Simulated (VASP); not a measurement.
# AlAsPd3 (P4/mmm) in VASP: further runs, part 4 of 4

VASP 6.6.1.

## Step 6: Relaxation of cell and atoms, PBE

This run uses another cell than the first one, of 19.80 Å³/atom.

INCAR

```
PREC = Accurate
ENCUT = 600
EDIFF = 1E-6
ISMEAR = 0
SIGMA = 0.1
LREAL = F
LASPH = T
NELM = 100
ALGO = Fast
ISIF = 3
LWAVE = F
LCHARG = F
GGA = PE
IBRION = 2
NSW = 100
EDIFFG = -0.01
```

KPOINTS

```
Automatic mesh
0
Gamma
  8 8 8
```

POSCAR

```
AlAsPd3
1.0
    4.6274196166      0.0000000000      0.0000000000
    0.0000000000      4.6274196166      0.0000000000
    0.0000000000      0.0000000000      4.6227294543
Al As Pd
1 1 3
Direct
    0.5000000000      0.5000000000      0.0000000000
    0.5000000000      0.5000000000      0.5000000000
    0.0000000000      0.0000000000      0.0000000000
    0.5000000000      0.0000000000      0.5000000000
    0.0000000000      0.5000000000      0.5000000000
```

Potentials or basis: VASP PAW PBE potentials, release 64 (Al, As, Pd).

On the command line:

```sh
$ cat potpaw_PBE.64/Al/POTCAR potpaw_PBE.64/As/POTCAR potpaw_PBE.64/Pd/POTCAR > POTCAR
$ mpirun -np 1 vasp_std > vasp.out
```

OUTCAR:

```text
PREC = Accurate
   ENCUT = 600
   EDIFF = 1E-6
   ISMEAR = 0
   LREAL = F
   LASPH = T
   NELM = 100
   ISIF = 3
   GGA = PE
   IBRION = 2
   NSW = 100
   EDIFFG = -0.01

 ion  position               nearest neighbor table
   1  0.500  0.500  0.000-   2 2.31   2 2.31   5 3.27   4 3.27   4 3.27   5 3.27   4 3.27   4 3.27
                             5 3.27   5 3.27   3 3.27   3 3.27   3 3.27   3 3.27
   2  0.500  0.500  0.500-   1 2.31   1 2.31   5 2.31   4 2.31   4 2.31   5 2.31
   3  0.000  0.000  0.000-   4 3.27   5 3.27   4 3.27   5 3.27   5 3.27   5 3.27   4 3.27   4 3.27
                             1 3.27   1 3.27   1 3.27   1 3.27
   4  0.500  0.000  0.500-   2 2.31   2 2.31   3 3.27   1 3.27   3 3.27   1 3.27   1 3.27   1 3.27
                             3 3.27   3 3.27   5 3.27   5 3.27   5 3.27   5 3.27
   5  0.000  0.500  0.500-   2 2.31   2 2.31   3 3.27   1 3.27   3 3.27   3 3.27   3 3.27   1 3.27
                             1 3.27   1 3.27   4 3.27   4 3.27   4 3.27   4 3.27

  LATTYP: Found a simple tetragonal cell.
 ALAT       =     4.6274196166
 C/A-ratio  =     0.9989864411

  Lattice vectors:

 A1 = (   4.6274196166,   0.0000000000,   0.0000000000)
 A2 = (   0.0000000000,   4.6274196166,   0.0000000000)
 A3 = (   0.0000000000,   0.0000000000,   4.6227294543)

Analysis of symmetry for initial positions (statically):
=====================================================================
 Subroutine PRICEL returns:
 Original cell was already a primitive cell.

 Routine SETGRP: Setting up the symmetry group for a
 simple tetragonal supercell.

 Subroutine GETGRP returns: Found 16 space group operations
 (whereof 16 operations were pure point group operations)
 out of a pool of 16 trial point group operations.

The static configuration has the point symmetry D_4h.

Analysis of symmetry for dynamics (positions and initial velocities):
=====================================================================
 Subroutine PRICEL returns:
 Original cell was already a primitive cell.

 Routine SETGRP: Setting up the symmetry group for a
 simple tetragonal supercell.

 Subroutine GETGRP returns: Found 16 space group operations
 (whereof 16 operations were pure point group operations)
 out of a pool of 16 trial point group operations.

The dynamic configuration has the point symmetry D_4h.

 Subroutine INISYM returns: Found 16 space group operations
 (whereof 16 operations are pure point group operations),
 and found     1 'primitive' translations

----------------------------------------------------------------------------------------

                                     Primitive cell

  volume of cell :      98.9866

  direct lattice vectors                    reciprocal lattice vectors
     4.627419617  0.000000000  0.000000000     0.216103160  0.000000000  0.000000000
     0.000000000  4.627419617  0.000000000     0.000000000  0.216103160  0.000000000
     0.000000000  0.000000000  4.622729454     0.000000000  0.000000000  0.216322415

  length of vectors
     4.627419617  4.627419617  4.622729454     0.216103160  0.216103160  0.216322415

  position of ions in fractional coordinates (direct lattice)
     0.500000000  0.500000000  0.000000000
     0.500000000  0.500000000  0.500000000
[... 43 lines left out ...]
  0.375000  0.000000  0.000000      4.000000
  0.500000  0.000000  0.000000      2.000000
  0.125000  0.125000  0.000000      4.000000
[... 16 lines left out ...]
  0.375000  0.125000  0.125000     16.000000
  0.500000  0.125000  0.125000      8.000000
 [... further k-points ...]
   k-points           NKPTS =     75   k-points in BZ     NKDIM =     75   number of bands    NBANDS=     23
   number of dos      NEDOS =    301   number of ions     NIONS =      5
   total plane-waves  NPLWV =  64000
   dimension x,y,z NGX =    40 NGY =   40 NGZ =   40
   dimension x,y,z NGXF=    80 NGYF=   80 NGZF=   80
   ions per type =               1   1   3
   NGX,Y,Z   is equivalent  to a cutoff of  14.37, 14.37, 14.39 a.u.
   NGXF,Y,Z  is equivalent  to a cutoff of  28.74, 28.74, 28.77 a.u.
 SYSTEM =  unknown system
   PREC   = accura    normal or accurate (medium, high low for compatibility)
   ISTART =      0    job   : 0-new  1-cont  2-samecut
   ICHARG =      2    charge: 1-file 2-atom 10-const
   ISPIN  =      1    spin polarized calculation?
   LNONCOLLINEAR =      F non collinear calculations
   LSORBIT =      F    spin-orbit coupling
   LASPH  =      T    aspherical Exc in radial PAW
   ENCUT  =  600.0 eV  44.10 Ry    6.64 a.u.   9.24  9.24  9.23*2*pi/ulx,y,z
   NELM   =    100;   NELMIN=  2; NELMDL= -5     # of ELM steps
   EDIFF  = 0.1E-05   stopping-criterion for ELM
   LREAL  =      F    real-space projection
   EDIFFG = -.1E-01   stopping-criterion for IOM
   NSW    =    100    number of steps for IOM
   IBRION =      2    ionic relax: 0-MD 1-quasi-New 2-CG
   NFREE  =      1    steps in history (QN), initial steepest desc. (CG)
   ISIF   =      3    stress and relaxation
   ISYM   =      2    0-nonsym 1-usesym 2-fastsym
   POTIM  = 0.5000    time-step for ionic-motion
   TEBEG  =    0.0;   TEEND  =   0.0 temperature during run
   PSTRESS=    0.0 pullay stress
   NELECT =      38.0000    total number of electrons
   NUPDOWN=      -1.0000    fix difference up-down
   EMIN   =  10.00;   EMAX   =-10.00  energy-range for DOS
   EFERMI =   0.00;   METHOD = LEGACY
   ISMEAR =     0;   SIGMA  =   0.10  broadening in eV -4-tet -1-fermi 0-gaus
   EFERMI_NEDOS =   21; number of points for ismear=-14 and -15
   IALGO  =     68    algorithm
   IMIX   =      4    mixing-type and parameters
     AMIX     =   0.40;   BMIX     =  1.00
     AMIX_MAG =   1.60;   BMIX_MAG =  1.00
  volume/ion in A,a.u.               =      19.80       133.60
  Fermi-wavevector in a.u.,A,eV,Ry     =   1.189809  2.248413 19.261029  1.415646
  Thomas-Fermi vector in A             =   2.325908
   LORBIT       =      0    0 simple, 1 ext, 2 COOP (PROOUT), +10 PAW based schemes
   GGA     = PE    functional components
   LHFCALC =     F    Hartree Fock is set to
   AEXX    =    0.0000 exact exchange contribution
   IVDW    =     0    specifies the selected vdW correction
   LEPSILON=     F    determine dielectric tensor
   LRPA    =     F    only Hartree local field effects (RPA)
 conjugate gradient relaxation of ions
 non-spin polarized calculation
 RMM-DIIS sequential band-by-band and
 Gauss-broadening in eV      SIGMA  =   0.10
  energy-cutoff  :      600.00
  volume of cell :       98.99
 maximum number of plane-waves:      3362
 NGX is ok and might be reduce to    40
   NGX = 19   NGY = 19   NGZ = 19

--------------------------------------- Ionic step        1  -------------------------------------------

 number of electron      38.0000011 magnetization

 Free energy of the ion-electron system (eV)
  ---------------------------------------------------
  ext. energy  EPLUGINS =         0.00000000
  ---------------------------------------------------
  free energy    TOTEN  =       -22.50773895 eV

  energy without entropy =      -22.49534469  energy(sigma->0) =      -22.50154182

------------------------ aborting loop because EDIFF is reached ----------------------------------------

  FORCE on cell =-STRESS in cart. coord.  units (eV):
  Direction    XX          YY          ZZ          XY          YZ          ZX
  --------------------------------------------------------------------------------------
  -------------------------------------------------------------------------------------
  Total        0.1570337      0.1570337      0.3722706      0.0000000      0.0000000      0.0000000
  in kB        2.5417170      2.5417170      6.0255006      0.0000000      0.0000000      0.0000000
  external PRESSURE =       3.7029782 kB  Pullay stress =       0.0000000 kB
[... 104 lines left out ...]
--------------------------------------- Ionic step        4  -------------------------------------------

 number of electron      38.0000014 magnetization

 Free energy of the ion-electron system (eV)
  ---------------------------------------------------
  ext. energy  EPLUGINS =         0.00000000
  ---------------------------------------------------
  free energy    TOTEN  =       -22.50848176 eV

  energy without entropy =      -22.49610013  energy(sigma->0) =      -22.50229095

 E-fermi :   6.1016     XC(G=0): -10.6431

 val. band max:        6.0909857745   @ k =   0.0000   0.0000   0.5000
 cond. band min:       6.1140882369   @ k =   0.3750   0.2500   0.0000
 fundamental gap:      0.0231024624
 Fermi energy:         6.1015915559

 k-point     1 :       0.0000    0.0000    0.0000
  band No.  band energies     occupation
      1      -7.2705      2.00000
      2       0.9416      2.00000
      3       1.2624      2.00000
      4       2.2997      2.00000
      5       2.7039      2.00000
      6       2.8454      2.00000
[... 613 lines left out ...]
     22       8.4557      0.00000
     23       8.8854      0.00000

 [... further k-points ...]
[... 5 lines left out ...]
  --------------------------------------------------------------------------------------
  -------------------------------------------------------------------------------------
  Total        0.0095668      0.0095668      0.0005920      0.0000000      0.0000000      0.0000000
  in kB        0.1541051      0.1541051      0.0095360      0.0000000      0.0000000      0.0000000
  external PRESSURE =       0.1059154 kB  Pullay stress =       0.0000000 kB
[... 20 lines left out ...]
  FREE ENERGIE OF THE ION-ELECTRON SYSTEM (eV)
  ---------------------------------------------------
  free  energy   TOTEN  =       -22.5084817635 eV

  energy  without entropy=      -22.4961001285  energy(sigma->0) =      -22.50229095

 reached required accuracy - stopping structural energy minimisation
```

CONTCAR:

```text
AlAsPd3
   1.00000000000000
     4.6299826662062422    0.0000000000000000    0.0000000000000000
     0.0000000000000000    4.6299826662062422   -0.0000000000000000
    -0.0000000000000000   -0.0000000000000000    4.6398297014971259
  Al              As              Pd
     1     1     3
Direct
     0.5000000000000000    0.5000000000000000    0.0000000000000000
     0.5000000000000000    0.5000000000000000    0.5000000000000000
     1.0000000000000000    0.0000000000000000    0.0000000000000000
     0.5000000000000000    0.0000000000000000    0.5000000000000000
     0.0000000000000000    0.5000000000000000    0.5000000000000000

  0.00000000E+00  0.00000000E+00  0.00000000E+00
  0.00000000E+00  0.00000000E+00  0.00000000E+00
  0.00000000E+00  0.00000000E+00  0.00000000E+00
  0.00000000E+00  0.00000000E+00  0.00000000E+00
  0.00000000E+00  0.00000000E+00  0.00000000E+00
```

Run time: 7.5 min. Hardware: 1 thread of Intel Xeon Platinum 8259CL at 2.50GHz (Skylake/Cascade Lake), shared host; peak memory 0.41 GiB.

Results:

```yaml
Free_energy: -22.5085 eV
Relaxed_volume: 19.89 Å³/atom
Relaxed_cell: a = 4.630 Å, b = 4.630 Å, c = 4.640 Å, α = 90.00°, β = 90.00°, γ = 90.00°
Space_group_after_relaxing_to_0.1_Å: P4/mmm (No. 123)
Energy_gained_by_relaxing: 0.1 meV/atom
Ionic_steps: 4
Pressure_after_relaxing: 0.0 GPa
Band_gap_on_the_k_mesh: zero (bands 19 and 20 overlap by 0.85 eV)
```

Step by step:
```tsv
step	energy change (eV)	largest force (eV/Å)	pressure (GPa)	volume (Å³)
1	0.0000	0.0000	0.37	98.99
2	-0.0006	0.0000	-0.16	99.64
3	-0.0007	0.0000	-0.05	99.49
4	-0.0007	0.0000	0.01	99.46
```

Final structure:
```xyz
5
Lattice="4.6300 0.0000 0.0000 0.0000 4.6300 0.0000 0.0000 0.0000 4.6398" Properties=species:S:1:pos:R:3 pbc="T T T"
Al    2.3150    2.3150    0.0000
As    2.3150    2.3150    2.3199
Pd    4.6300    0.0000    0.0000
Pd    2.3150    0.0000    2.3199
Pd    0.0000    2.3150    2.3199
```

Levels at points of the mesh, in eV from the Fermi level:
```
           k point  band 16  band 17  band 18  band 19  band 20  band 21  band 22  band 23
(0.00, 0.00, 0.00)    -1.06    -1.03    -0.59    -0.59     0.63     0.95     3.43     3.44
(0.50, 0.00, 0.00)    -1.13    -1.02    -0.59    -0.29    -0.23     1.49     3.26     3.32
(0.50, 0.50, 0.00)    -1.31    -0.91    -0.67    -0.67    -0.36    -0.08     4.35     4.35
(0.00, 0.00, 0.50)    -1.43    -1.37    -1.14    -1.14    -0.01     1.99     2.47     2.47
(0.50, 0.00, 0.50)    -1.30    -1.27    -1.09    -0.18     0.02     1.96     3.51     3.56
(0.50, 0.50, 0.50)    -1.24    -1.24    -1.09    -0.80     0.55     0.78     0.78     2.40
```

## Step 7: Summary

```tsv
task	cell	k mesh	cutoff (eV)	gap on the mesh (eV)	pressure (GPa)	relaxed volume (Å³/atom)
single point	a = 4.148, b = 4.148, c = 4.833 Å, 5 atoms	4 × 4 × 4	520	none	34.1	-
single point	a = 4.627, b = 4.627, c = 4.623 Å, 5 atoms	4 × 4 × 4	520	none	0.2	-
relaxation of cell and atoms	relaxed from a = 4.148, b = 4.148, c = 4.833 Å, 5 atoms	4 × 4 × 4	600	none	0.1	19.83
single point	a = 4.628, b = 4.628, c = 4.635 Å, 5 atoms	8 × 8 × 8	520	none	0.2	-
relaxation of cell and atoms	relaxed from a = 4.627, b = 4.627, c = 4.623 Å, 5 atoms	8 × 8 × 8	600	none	0.0	19.89
```

Alike in all rows: level PBE; potentials or basis VASP PAW PBE potentials, release 64 (Al, As, Pd); no spin polarisation; smearing gaussian 0.1 eV.

Caveats: some runs use coarse meshes; the volume moved by over 15 % at a fixed basis, so the end points are rough (at least some runs).

Absolute energies hang on the potentials; compare differences alone.
